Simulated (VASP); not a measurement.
# LiH (rock salt type) (Fm-3m) in VASP: a series of runs, part 2 of 2

VASP 6.6.1. Earlier steps stand in the parts before.

## 4. Single point, HSE06

This run uses another cell than the first one, of 7.71 Å³/atom.

File POSCAR:

```
LiH
1.0
    0.0000000000      1.9759256207      1.9759256207
    1.9759256207      0.0000000000      1.9759256207
    1.9759256207      1.9759256207      0.0000000000
Li H
1 1
Direct
    0.0000000000      0.0000000000      0.0000000000
    0.5000000000      0.5000000000      0.5000000000
```

File INCAR.step1:

```
SYSTEM = LiH
PREC = Accurate
ENCUT = 520
EDIFF = 1E-5
ISMEAR = -1
SIGMA = 0.05
LREAL = .False.
LASPH = .True.
NELM = 60
ALGO = Normal
ISIF = 2
LWAVE = .True.
LCHARG = .False.
GGA = PE
NBANDS = 9
```

File INCAR.step2:

```
SYSTEM = LiH
PREC = Accurate
ENCUT = 520
EDIFF = 1E-7
ISMEAR = -1
SIGMA = 0.05
LREAL = .False.
LASPH = .True.
NELM = 60
ALGO = Normal
ISIF = 2
LWAVE = .False.
LCHARG = .False.
GGA = PE
LHFCALC = .True.
HFSCREEN = 0.2079
PRECFOCK = Normal
ISTART = 1
NBANDS = 9
```

File KPOINTS:

```
Automatic mesh
0
Gamma
  4 4 4
  0 0 0
```

Potentials or basis: VASP PAW PBE potentials, release 64 (Li_sv, H).

On the command line:

```bash
> cat potpaw_PBE.64/Li_sv/POTCAR potpaw_PBE.64/H/POTCAR > POTCAR
> cp INCAR.step1 INCAR
> mpirun -np 1 vasp_std > vasp.out
> cp INCAR.step2 INCAR
> mpirun -np 1 vasp_std > vasp.out
```

OUTCAR:

```text
SYSTEM = LiH
   PREC = Accurate
   ENCUT = 520
   EDIFF = 1E-7
   ISMEAR = -1
   LREAL = .False.
   LASPH = .True.
   NELM = 60
   ISIF = 2
   GGA = PE
   LHFCALC = .True.
   HFSCREEN = 0.2079
   PRECFOCK = Normal
   ISTART = 1

 ion  position               nearest neighbor table
   1  0.000  0.000  0.000-
   2  0.500  0.500  0.500-

  LATTYP: Found a face centered cubic cell.
 ALAT       =     3.9518512414

  Lattice vectors:

 A1 = (   0.0000000000,   1.9759256207,   1.9759256207)
 A2 = (   1.9759256207,   0.0000000000,   1.9759256207)
 A3 = (   1.9759256207,   1.9759256207,   0.0000000000)

Analysis of symmetry for initial positions (statically):
=====================================================================
 Subroutine PRICEL returns:
 Original cell was already a primitive cell.

 Routine SETGRP: Setting up the symmetry group for a
 face centered cubic supercell.

 Subroutine GETGRP returns: Found 48 space group operations
 (whereof 48 operations were pure point group operations)
 out of a pool of 48 trial point group operations.

The static configuration has the point symmetry O_h .

Analysis of symmetry for dynamics (positions and initial velocities):
=====================================================================
 Subroutine PRICEL returns:
 Original cell was already a primitive cell.

 Routine SETGRP: Setting up the symmetry group for a
 face centered cubic supercell.

 Subroutine GETGRP returns: Found 48 space group operations
 (whereof 48 operations were pure point group operations)
 out of a pool of 48 trial point group operations.

The dynamic configuration has the point symmetry O_h .

 Subroutine INISYM returns: Found 48 space group operations
 (whereof 48 operations are pure point group operations),
 and found     1 'primitive' translations

----------------------------------------------------------------------------------------

                                     Primitive cell

  volume of cell :      15.4291

  direct lattice vectors                    reciprocal lattice vectors
     0.000000000  1.975925621  1.975925621    -0.253045962  0.253045962  0.253045962
     1.975925621  0.000000000  1.975925621     0.253045962 -0.253045962  0.253045962
     1.975925621  1.975925621  0.000000000     0.253045962  0.253045962 -0.253045962

  length of vectors
     2.794380811  2.794380811  2.794380811     0.438288463  0.438288463  0.438288463

  position of ions in fractional coordinates (direct lattice)
     0.000000000  0.000000000  0.000000000
     0.500000000  0.500000000  0.500000000

  ion indices of the primitive-cell ions
   primitive index   ion index
                 1           1
                 2           2

----------------------------------------------------------------------------------------

 KPOINTS: Automatic mesh

Automatic generation of k-mesh.
 Grid dimensions read from file:
[... 27 lines left out ...]
 -0.250000  0.250000  0.000000     12.000000
  0.500000  0.500000  0.000000      3.000000
 -0.250000  0.500000  0.250000      6.000000
   k-points           NKPTS =      8   k-points in BZ     NKDIM =     64   number of bands    NBANDS=      9
   number of dos      NEDOS =    301   number of ions     NIONS =      2
   total plane-waves  NPLWV =  13824
   dimension x,y,z NGX =    24 NGY =   24 NGZ =   24
   dimension x,y,z NGXF=    48 NGYF=   48 NGZF=   48
   ions per type =               1   1
   NGX,Y,Z   is equivalent  to a cutoff of  14.28, 14.28, 14.28 a.u.
   NGXF,Y,Z  is equivalent  to a cutoff of  28.56, 28.56, 28.56 a.u.
 SYSTEM =  LiH
   PREC   = accura    normal or accurate (medium, high low for compatibility)
   ISTART =      1    job   : 0-new  1-cont  2-samecut
   ICHARG =      0    charge: 1-file 2-atom 10-const
   ISPIN  =      1    spin polarized calculation?
   LNONCOLLINEAR =      F non collinear calculations
   LSORBIT =      F    spin-orbit coupling
   LASPH  =      T    aspherical Exc in radial PAW
   ENCUT  =  520.0 eV  38.22 Ry    6.18 a.u.   5.20  5.20  5.20*2*pi/ulx,y,z
   NELM   =     60;   NELMIN=  2; NELMDL=  0     # of ELM steps
   EDIFF  = 0.1E-06   stopping-criterion for ELM
   LREAL  =      F    real-space projection
   EDIFFG = 0.1E-05   stopping-criterion for IOM
   NSW    =      0    number of steps for IOM
   IBRION =     -1    ionic relax: 0-MD 1-quasi-New 2-CG
   NFREE  =      0    steps in history (QN), initial steepest desc. (CG)
   ISIF   =      2    stress and relaxation
   ISYM   =      3    0-nonsym 1-usesym 2-fastsym
   POTIM  = 0.5000    time-step for ionic-motion
   TEBEG  =    0.0;   TEEND  =   0.0 temperature during run
   PSTRESS=    0.0 pullay stress
   NELECT =       4.0000    total number of electrons
   NUPDOWN=      -1.0000    fix difference up-down
   EMIN   =  10.00;   EMAX   =-10.00  energy-range for DOS
   EFERMI =   0.00;   METHOD = LEGACY
   ISMEAR =    -1;   SIGMA  =   0.05  broadening in eV -4-tet -1-fermi 0-gaus
   EFERMI_NEDOS =   21; number of points for ismear=-14 and -15
   IALGO  =     38    algorithm
   IMIX   =      1    mixing-type and parameters
     AMIX     =   0.40;   BMIX     =  1.00
     AMIX_MAG =   1.60;   BMIX_MAG =  1.00
  volume/ion in A,a.u.               =       7.71        52.06
  Fermi-wavevector in a.u.,A,eV,Ry     =   1.043873  1.972634 14.825865  1.089670
  Thomas-Fermi vector in A             =   2.178601
   LORBIT       =      0    0 simple, 1 ext, 2 COOP (PROOUT), +10 PAW based schemes
   GGA     = PE    functional components
   LHFCALC =     T    Hartree Fock is set to
   PRECFOCK=normal    Normal, Fast or Accurate (Low or Medium for compatibility)
   ENCUT4O =  -1.0   cutoff for four orbital integrals eV
   NKREDX  =     1    reduce k-point grid by
   NKREDY  =     1    reduce k-point grid by
   NKREDZ  =     1    reduce k-point grid by
   AEXX    =    0.2500 exact exchange contribution
   HFSCREEN=    0.2079 screening length (either q_TF or 0.3 A-1)
   HFSCREENC=   0.2079 screening length for correlation (either q_TF or 0.3 A-1)
   ENCUTFOCK=  -1.0 apply spherical cutoff to Coloumb kernel
   IVDW    =     0    specifies the selected vdW correction
   LEPSILON=     F    determine dielectric tensor
   LRPA    =     F    only Hartree local field effects (RPA)
 non-spin polarized calculation
  energy-cutoff  :      520.00
  volume of cell :       15.43
 maximum number of plane-waves:       416
 NGX is ok and might be reduce to    24
  NGX = 16; NGY = 16; NGZ = 16

 number of electron       3.9999999 magnetization

 Free energy of the ion-electron system (eV)
  ---------------------------------------------------
  ext. energy  EPLUGINS =         0.00000000
  ---------------------------------------------------
  free energy    TOTEN  =        -6.77398490 eV

  energy without entropy =       -6.77398490  energy(sigma->0) =       -6.77398490

 E-fermi :   0.6360     XC(G=0):  -7.2262

 val. band max:       -0.4091682438   @ k =   0.5000   0.5000   0.0000
 cond. band min:       3.5670624132   @ k =   0.5000   0.5000   0.0000
 fundamental gap:      3.9762306570
 Fermi energy:         0.6360007232

 k-point     1 :       0.0000    0.0000    0.0000
  band No.  band energies     occupation
      1     -47.6570      2.00000
      2      -6.6433      2.00000
      3      18.1519      0.00000
      4      19.5227      0.00000
      5      19.5228      0.00000
      6      19.5228      0.00000
      7      24.2232      0.00000
      8      24.2232      0.00000
      9      24.2232      0.00000
[... 73 lines left out ...]
 k-point     8 :      -0.2500    0.5000    0.2500
  band No.  band energies     occupation
      1     -47.5808      2.00000
      2      -0.6639      2.00000
      3       6.0394      0.00000
      4       6.0394      0.00000
      5      13.1521      0.00000
      6      19.3828      0.00000
      7      25.8031      0.00000
      8      25.8031      0.00000
      9      30.2794      0.00000

------------------------ aborting loop because EDIFF is reached ----------------------------------------

  FORCE on cell =-STRESS in cart. coord.  units (eV):
  Direction    XX          YY          ZZ          XY          YZ          ZX
  --------------------------------------------------------------------------------------
  -------------------------------------------------------------------------------------
  Total        0.1125745      0.1125745      0.1125745      0.0000000      0.0000000     -0.0000000
  in kB       11.6898493     11.6898493     11.6898493      0.0000000      0.0000000     -0.0000000
  external PRESSURE =      11.6898493 kB  Pullay stress =       0.0000000 kB

 VOLUME and BASIS-vectors are now :
 -----------------------------------------------------------------------------
  energy-cutoff  :      520.00
  volume of cell :       15.43
      direct lattice vectors                 reciprocal lattice vectors
     0.000000000  1.975925621  1.975925621    -0.253045962  0.253045962  0.253045962
     1.975925621  0.000000000  1.975925621     0.253045962 -0.253045962  0.253045962
     1.975925621  1.975925621  0.000000000     0.253045962  0.253045962 -0.253045962

 POSITION                                       TOTAL-FORCE (eV/Angst)
 -----------------------------------------------------------------------------------
      0.00000      0.00000      0.00000        -0.000000     -0.000000      0.000000
      1.97593      1.97593      1.97593         0.000000      0.000000     -0.000000
 -----------------------------------------------------------------------------------
    total drift:                                0.000000      0.000000      0.000000

  FREE ENERGIE OF THE ION-ELECTRON SYSTEM (eV)
  ---------------------------------------------------
  free  energy   TOTEN  =        -6.7739849014 eV

  energy  without entropy=       -6.7739849013  energy(sigma->0) =       -6.77398490
```

Wall time 15 s (1 thread of Intel Xeon Platinum 8375C at 2.90GHz (Ice Lake), shared host); peak memory 0.23 GiB.

Results:

```yaml
Free_energy: -6.7740 eV
Band_gap_on_the_k_mesh: 3.98 eV
```

Caveat: the k points lie up to 0.69 Å⁻¹ apart; the cutoff is under 1.25 times the usual one of these potentials, so pressure, stress and relaxed cells hold a basis-set (Pulay) error; the PAW data sets were made with another functional, which shifts forces and pressure a little. A k mesh can miss the band edges.

## 5. Single point, HSE06

This run uses another cell than the first one, of 7.96 Å³/atom.

File POSCAR:

```
LiH
1.0
    0.0000000000      1.9965096606      1.9965096606
    1.9965096606      0.0000000000      1.9965096606
    1.9965096606      1.9965096606      0.0000000000
Li H
1 1
Direct
    0.0000000000      0.0000000000      0.0000000000
    0.5000000000      0.5000000000      0.5000000000
```

File INCAR.step1:

```
SYSTEM = LiH
ALGO = Normal ; EDIFF = 1E-5
ENCUT = 520 ; GGA = PE
ISIF = 2 ; ISMEAR = -1
LASPH = .True. ; LCHARG = .False.
LREAL = .False. ; LWAVE = .True.
NBANDS = 9 ; NELM = 100
PREC = Accurate ; SIGMA = 0.05
```

File INCAR.step2:

```
SYSTEM = LiH
ALGO = Normal ; EDIFF = 1E-6
ENCUT = 520 ; GGA = PE
HFSCREEN = 0.2079 ; ISIF = 2
ISMEAR = -1 ; ISTART = 1
LASPH = .True. ; LCHARG = .False.
LHFCALC = .True. ; LREAL = .False.
LWAVE = .False. ; NBANDS = 9
NELM = 100 ; PREC = Accurate
PRECFOCK = Normal ; SIGMA = 0.05
```

File KPOINTS:

```
k-points
0
Gamma
  4 4 4
  0 0 0
```

On the command line:

```bash
> cat potpaw_PBE.64/Li_sv/POTCAR potpaw_PBE.64/H/POTCAR > POTCAR
> cp INCAR.step1 INCAR
> mpirun -np 1 vasp_std > vasp.out
> cp INCAR.step2 INCAR
> mpirun -np 1 vasp_std > vasp.out
```

Wall time 13 s (1 thread of Intel Xeon Platinum 8375C at 2.90GHz (Ice Lake), shared host); peak memory 0.22 GiB.

The run converged. Its results:

```yaml
Free_energy: -6.7763 eV
Band_gap_on_the_k_mesh: 4.00 eV
```

Levels at points of the mesh, in eV from the valence-band top:
```csv
k point,band 1,band 2,band 3,band 4,band 5
"(0.00, 0.00, 0.00)",-47.27,-6.10,18.13,19.60,19.60
"(0.50, 0.00, 0.00)",-47.22,-2.89,6.01,15.38,18.14
"(0.50, 0.50, 0.00)",-47.21,0.00,4.00,12.25,12.25
```

Caveat: the k points lie up to 0.68 Å⁻¹ apart; the cutoff is under 1.25 times the usual one of these potentials, so pressure, stress and relaxed cells hold a basis-set (Pulay) error; the PAW data sets were made with another functional, which shifts forces and pressure a little. A k mesh can miss the band edges.

## 6. Single point, HSE06

This run uses another cell than the first one, of 8.20 Å³/atom.

File POSCAR:

```
LiH
1.0
    0.0000000000      2.0166777899      2.0166777899
    2.0166777899      0.0000000000      2.0166777899
    2.0166777899      2.0166777899      0.0000000000
Li H
1 1
Direct
    0.0000000000      0.0000000000      0.0000000000
    0.5000000000      0.5000000000      0.5000000000
```

File INCAR.step1:

```
SYSTEM = LiH
  ALGO = Normal
  EDIFF = 1E-5
  ENCUT = 520
  GGA = PE
  ISIF = 2
  ISMEAR = -1
  LASPH = .True.
  LCHARG = .False.
  LREAL = .False.
  LWAVE = .True.
  NBANDS = 9
  NELM = 100
  PREC = Accurate
  SIGMA = 0.05
```

File INCAR.step2:

```
SYSTEM = LiH
  ALGO = Normal
  EDIFF = 1E-6
  ENCUT = 520
  GGA = PE
  HFSCREEN = 0.2079
  ISIF = 2
  ISMEAR = -1
  ISTART = 1
  LASPH = .True.
  LCHARG = .False.
  LHFCALC = .True.
  LREAL = .False.
  LWAVE = .False.
  NBANDS = 9
  NELM = 100
  PREC = Accurate
  PRECFOCK = Normal
  SIGMA = 0.05
```

KPOINTS is that of step 5.

Potentials or basis: VASP PAW PBE potentials, release 64 (Li_sv, H).

On the command line:

```bash
> cat potpaw_PBE.64/Li_sv/POTCAR potpaw_PBE.64/H/POTCAR > POTCAR
> cp INCAR.step1 INCAR
> mpirun -np 1 vasp_std > vasp.out
> cp INCAR.step2 INCAR
> mpirun -np 1 vasp_std > vasp.out
```

Wall time 12 s (1 thread of Intel Xeon Platinum 8375C at 2.90GHz (Ice Lake), shared host); peak memory 0.22 GiB.

It converged, with:

```
Free energy            : -6.7752 eV
Band gap on the k mesh : 4.01 eV
```

Levels at points of the mesh, in eV from the valence-band top:
```tsv
k point	band 1	band 2	band 3	band 4	band 5	band 6	band 7
(0.00, 0.00, 0.00)	-47.31	-5.98	17.71	19.28	19.28	19.28	23.86
(0.50, 0.00, 0.00)	-47.26	-2.80	5.93	15.11	17.85	17.85	20.43
(0.50, 0.50, 0.00)	-47.25	0.00	4.01	12.09	12.09	15.18	18.68
```

Caveat: the k points lie up to 0.67 Å⁻¹ apart; the cutoff is under 1.25 times the usual one of these potentials, so pressure, stress and relaxed cells hold a basis-set (Pulay) error; the PAW data sets were made with another functional, which shifts forces and pressure a little. A k mesh can miss the band edges.

## 7. Summary

```tsv
cell	gap on the mesh (eV)
a = 2.765 Å, angles 60.0°, 2 atoms	3.96
a = 2.794 Å, angles 60.0°, 2 atoms	3.98
a = 2.823 Å, angles 60.0°, 2 atoms	4.00
a = 2.852 Å, angles 60.0°, 2 atoms	4.01
```

Alike in all rows: task single point; level HSE06; potentials or basis VASP PAW PBE potentials, release 64 (Li_sv, H); no spin polarisation; k mesh 4 × 4 × 4; cutoff (eV) 520; smearing fermi-dirac 0.05 eV.

Caveats: all runs use coarse meshes; the cutoff is under 1.25 times the usual one of these potentials, so pressure, stress and relaxed cells hold a basis-set (Pulay) error; the PAW data sets were made with another functional, which shifts forces and pressure a little.

Total energies depend on the potentials used, so only differences within one code and one set of settings carry meaning.
